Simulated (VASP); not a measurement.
A run of VASP 6.6.1 is set up as follows.

INCAR

```
SYSTEM = CuI
PREC = Accurate
ENCUT = 520
EDIFF = 1E-6
ISMEAR = -1
SIGMA = 0.02
LREAL = .FALSE.
LASPH = .TRUE.
NELM = 100
ALGO = Normal
ISIF = 2
LWAVE = .FALSE.
LCHARG = .FALSE.
NBANDS = 26
```

The input KPOINTS:

```
regular mesh
0
G
  6 6 4
  0 0 0
```

File POSCAR:

```
CuI
1.0
    4.0599938827      0.0000000000      0.0000000000
   -2.0299969413      3.5160578416      0.0000000000
    0.0000000000      0.0000000000      6.0016850274
Cu I
2 2
Direct
    0.0000000000      0.0000000000      0.0000000000
    0.0000000000      0.0000000000      0.5000000000
    0.3333333333      0.6666666667      0.2500000000
    0.6666666667      0.3333333333      0.7500000000
```

Potentials or basis: VASP PAW LDA potentials, release 64 (Cu, I).

The run is started by

```sh
$ cat potpaw_LDA.64/Cu/POTCAR potpaw_LDA.64/I/POTCAR > POTCAR
$ mpirun -np 1 vasp_std > vasp.out
```

(1) Estimate the pressure.

(2) What does it give for the band gap on the k mesh?

Results:

(1) 0.1 GPa.

(2) 0.39 eV, indirect (least direct gap 0.96 eV).

Caveat: spin-orbit coupling is left out, which moves the levels of the heavy elements.
